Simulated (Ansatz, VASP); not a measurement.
# TlCl: VASP beside Ansatz

File INCAR:

```
PREC     = Accurate       # precision mode
ENCUT    = 500            # plane-wave cutoff, eV
EDIFF    = 1E-6           # SCF threshold, eV
ISMEAR   = 0              # smearing method
SIGMA    = 0.01           # smearing width, eV
LREAL    = False          # projectors in reciprocal space
LASPH    = True           # aspherical terms in the spheres
NELM     = 120            # most SCF steps
ALGO     = Normal         # electronic algorithm
ISIF     = 2              # what is computed and relaxed
LWAVE    = False          # write WAVECAR
LCHARG   = False          # write CHGCAR
GGA      = PE             # functional
IVDW     = 12             # dispersion correction
NBANDS   = 17             # bands
GGA_COMPAT= False
```

File KPOINTS:

```
regular mesh
0
Gamma
  4 4 4
```

POSCAR

```
TlCl
1.0
    3.7936346873      0.0000000000      0.0000000000
    0.0000000000      3.7936346873      0.0000000000
    0.0000000000      0.0000000000      3.7936346873
Tl Cl
1 1
Direct
    0.0000000000      0.0000000000      0.0000000000
    0.5000000000      0.5000000000      0.5000000000
```

Input for Ansatz:

```yaml
crystal:
  lattice:
    - [3.7936346873, 0.0, 0.0]
    - [0.0, 3.7936346873, 0.0]
    - [0.0, 0.0, 3.7936346873]
  atoms:
    - { symbol: Tl, position: [0.0, 0.0, 0.0] }
    - { symbol: Cl, position: [0.5, 0.5, 0.5] }
kpoints:
  mp_grid: { grid: [4, 4, 4] }
hamiltonian:
  xc: pbe
  dispersion: d3bj
scf:
  occupations: { method: fixed }
  n_extra_bands: 4
output:
  forces: true
  stress: true
  eigenvalues: true
```

Alike in both runs: task single point; functional PBE; dispersion D3(BJ); k mesh 4 × 4 × 4; no spin polarisation.

```csv
,VASP,Ansatz
version,VASP 6.6.1,Ansatz 0.2.0
potentials or method,"VASP PAW PBE potentials, release 64 (Tl_d, Cl)",plane waves
plane-wave cutoff (eV),500,420
occupations,"gaussian, width 0.01 eV",fixed
valence electrons in the cell,20,20
```

```csv
,VASP,Ansatz,Ansatz less VASP
gap on the k mesh at the Fermi level (eV),1.99,1.99,-0.007
pressure (GPa),0.9,0.9,+0.07
```

Neither program's run includes spin-orbit coupling.
